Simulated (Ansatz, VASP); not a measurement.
**Two plane-wave programs on Sn2PbO3**

Contents of INCAR:

```
PREC = Accurate ; ENCUT = 600
EDIFF = 1E-7 ; ISMEAR = 0
SIGMA = 0.15 ; LREAL = F
LASPH = T ; NELM = 120
ALGO = Normal ; ISIF = 3
LWAVE = F ; LCHARG = F
GGA = PE ; IBRION = 2
NSW = 36 ; EDIFFG = -0.08
GGA_COMPAT = F ; NELMIN = 4
```

Contents of KPOINTS:

```
regular mesh
0
Gamma
  3 3 1
```

Contents of POSCAR:

```
Sn2PbO3
1.0
    3.8600000000      0.0000000000      0.0000000000
    0.0000000000      3.8600000000      0.0000000000
    0.0000000000      0.0000000000     14.6000000000
Sn Pb O
4 2 6
Direct
    0.5000000000      0.0000000000      0.5880000000
    0.0000000000      0.5000000000      0.7460000000
    0.0000000000      0.5000000000      0.4120000000
    0.5000000000      0.0000000000      0.2540000000
    0.5000000000      0.0000000000      0.9210000000
    0.0000000000      0.5000000000      0.0790000000
    0.5000000000      0.5000000000      0.6667000000
    0.0000000000      0.0000000000      0.6667000000
    0.5000000000      0.5000000000      0.0000000000
    0.0000000000      0.0000000000      0.0000000000
    0.0000000000      0.0000000000      0.3333000000
    0.5000000000      0.5000000000      0.3333000000
```

Input for Ansatz:

```yaml
crystal:
  lattice:
    - [3.86, 0.0, 0.0]
    - [0.0, 3.86, 0.0]
    - [0.0, 0.0, 14.6]
  atoms:
    - { symbol: Sn, position: [0.5, 0.0, 0.588] }
    - { symbol: Sn, position: [0.0, 0.5, 0.746] }
    - { symbol: Sn, position: [0.0, 0.5, 0.412] }
    - { symbol: Sn, position: [0.5, 0.0, 0.254] }
    - { symbol: Pb, position: [0.5, 0.0, 0.921] }
    - { symbol: Pb, position: [0.0, 0.5, 0.079] }
    - { symbol: O, position: [0.5, 0.5, 0.6667] }
    - { symbol: O, position: [0.0, 0.0, 0.6667] }
    - { symbol: O, position: [0.5, 0.5, 0.0] }
    - { symbol: O, position: [0.0, 0.0, 0.0] }
    - { symbol: O, position: [0.0, 0.0, 0.3333] }
    - { symbol: O, position: [0.5, 0.5, 0.3333] }
basis:
  ecutwfc: 420
kpoints:
  mp_grid: { grid: [3, 3, 1] }
hamiltonian:
  xc: pbe
scf:
  occupations: { method: gaussian, width: 0.15 }
  lower_state_search: "off"
output:
  forces: true
  stress: true
  eigenvalues: true
relax:
  adjacent_minimum: "off"
  f_tol: 0.08
  max_steps: 16
  cell: { stress_tol: 0.8 }
```

Alike in both runs: task relaxation of cell and atoms; functional PBE; k mesh 3 × 3 × 1; occupations gaussian, width 0.15 eV; no spin polarisation.

|  | VASP | Ansatz |
| --- | --- | --- |
| version | VASP 6.6.1 | Ansatz 0.2.0 |
| potentials or method | VASP PAW PBE potentials, release 64 (Sn_d, Pb_d, O), cutoff 600 eV | scalar-relativistic, plane waves, PAW |
| valence electrons in the cell | 120 | 120 |

|  | VASP | Ansatz | Ansatz less VASP |
| --- | --- | --- | --- |
| gap on the k mesh at the Fermi level, each at its own relaxed structure (eV) | 1.59 | 1.66 | +0.064 |
| relaxed volume (Å³/atom) | 19.90 | 19.46 | -0.439 |
| relaxed length of the cell vector where the two differ most in proportion (Å) | 15.474 | 15.168 | -0.3055 |

The k mesh is coarse, so the values compare programs but aren't converged. Spin-orbit coupling is off throughout.
